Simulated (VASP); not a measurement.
A run of VASP 6.6.1 is set up as follows.

File INCAR:

```
SYSTEM = Pt3Pb
PREC = Accurate
ENCUT = 520
EDIFF = 1E-6
ISMEAR = -1
SIGMA = 0.15
LREAL = .FALSE.
LASPH = .TRUE.
NELM = 100
ALGO = Normal
ISIF = 2
LWAVE = .FALSE.
LCHARG = .FALSE.
NBANDS = 30
```

The input KPOINTS:

```
regular mesh
0
G
  10 10 10
  0 0 0
```

File POSCAR:

```
Pt3Pb
1.0
    4.0133298470      0.0000000000      0.0000000000
    0.0000000000      4.0133298470      0.0000000000
    0.0000000000      0.0000000000      4.0133298470
Pt Pb
3 1
Direct
    0.0000000000      0.5000000000      0.5000000000
    0.5000000000      0.0000000000      0.5000000000
    0.5000000000      0.5000000000      0.0000000000
    0.0000000000      0.0000000000      0.0000000000
```

Potentials or basis: VASP PAW LDA potentials, release 64 (Pt, Pb_d).

Command:

```sh
$ cat potpaw_LDA.64/Pt/POTCAR potpaw_LDA.64/Pb_d/POTCAR > POTCAR
$ mpirun -np 1 vasp_std > vasp.out
```

Q: What does it give for the band gap on the k mesh?

A: Zero (bands 22 and 23 overlap by 0.45 eV).

Q: Estimate the pressure.

A: 5.4 GPa.

Caveat: the cell stands under pressure; spin-orbit coupling is left out, which moves the levels of the heavy elements.
